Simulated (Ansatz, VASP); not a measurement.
## Mg: VASP beside Ansatz

```
Mg
1.0
     0.00000    2.24426    2.24426
     2.24426    0.00000    2.24426
     2.24426    2.24426    0.00000
Mg
1
Direct
  0.00000 0.00000 0.00000
```

Alike in both runs: task single point; functional BLYP; dispersion D3(BJ); k mesh 10 × 10 × 10; occupations fermi-dirac, width 0.15 eV; no spin polarisation.

|  | VASP | Ansatz |
| --- | --- | --- |
| version | VASP 6.6.1 | Ansatz 0.2.0 |
| potentials or method | VASP PAW PBE potentials, release 64 (Mg), cutoff 600 eV | all-electron LAPW, scalar-relativistic |

|  | VASP | Ansatz | Ansatz less VASP |
| --- | --- | --- | --- |
| gap on the k mesh at the Fermi level (eV) | none | none | - |
| pressure (GPa) | -2.9 | -2.9 | +0.08 |

VASP's potentials were made for PBE, not for BLYP. A gap of «none» marks a metal or a gap that the smearing closes. Ansatz ran all-electron here, and VASP with PAW potentials.
